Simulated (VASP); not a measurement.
Here is a VASP 6.6.1 calculation.

The input INCAR:

```
PREC = Accurate
ENCUT = 500
EDIFF = 1E-6
ISMEAR = 0
SIGMA = 0.1
LREAL = F
LASPH = T
NELM = 120
ALGO = Normal
ISIF = 2
LWAVE = F
LCHARG = F
GGA = PS
IVDW = 12
NBANDS = 8
GGA_COMPAT = F
```

KPOINTS

```
regular mesh
0
Gamma
  8 8 8
```

The input POSCAR:

```
P
1.0
    2.0226761644      0.0000000000      0.0000000000
    0.0000000000      2.0226761644      0.0000000000
    0.0000000000      0.0000000000      2.0226761644
P
1
Direct
    0.0000000000      0.0000000000      0.0000000000
```

Potentials or basis: VASP PAW PBE potentials, release 64 (P).

Command:

```console
$ cat potpaw_PBE.64/P/POTCAR > POTCAR
$ mpirun -np 1 vasp_std > vasp.out
```

Problem. What does it give for the dispersion energy per atom?

Solution. -0.694 eV.

Problem. What does it give for the pressure?

Solution. 199.8 GPa.

Caveat: the k points lie up to 0.39 Å⁻¹ apart; the PAW data sets were made with another functional, which shifts forces and pressure a little; pairwise dispersion overbinds metals, which lowers pressure and volume.
